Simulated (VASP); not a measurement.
The system is Ta2H.

```
Ta H
1.0
     1.72050   -2.37147    0.00000
     1.72050    2.37147    0.00000
     0.00000    0.00000    4.75857
Ta H
2 1
Direct
  0.00000 0.50000 0.26457
  0.50000 0.00000 0.73543
  0.00000 0.00000 0.00000
```

* Program: VASP 6.6.1
* Task: relaxation of cell and atoms
* Functional: PBEsol
* Potentials or basis: VASP PAW PBE potentials, release 64 (Ta_pv, H)
* Cutoff: 600 eV
* k mesh: 16 × 16 × 10
* Occupations: gaussian, width 0.1 eV
* Spin: no spin polarisation

At the start: pressure -4.1 GPa; volume 12.94 Å³/atom.

Q: How do energy, volume and symmetry change on relaxing?

A: Over 8 steps the energy falls by 4.6 meV/atom and the volume is 12.68 Å³/atom (-2.1 %); space group C222 (No. 21, to 0.05 Å).

The path:
```csv
step,energy change (eV),largest force (eV/Å),pressure (GPa),volume (Å³)
1,0.0000,0.0319,-4.09,38.83
2,0.0087,0.0757,6.54,37.00
3,-0.0110,0.0121,0.25,38.04
4,-0.0132,0.0112,0.10,38.04
5,-0.0137,0.0106,0.01,38.03
6,-0.0137,0.0107,0.00,38.03
7,-0.0137,0.0107,0.00,38.03
8,-0.0137,0.0012,0.00,38.03
```

Final structure:
```
Ta H
1.0
     1.68790   -2.36586    0.00000
     1.68790    2.36586    0.00000
     0.00000    0.00000    4.76207
Ta H
2 1
Direct
  0.00000 0.50000 0.26443
  0.50000 0.00000 0.73557
  0.00000 0.00000 0.00000
```

Caveat: the PAW data sets were made with another functional, which shifts forces and pressure a little.
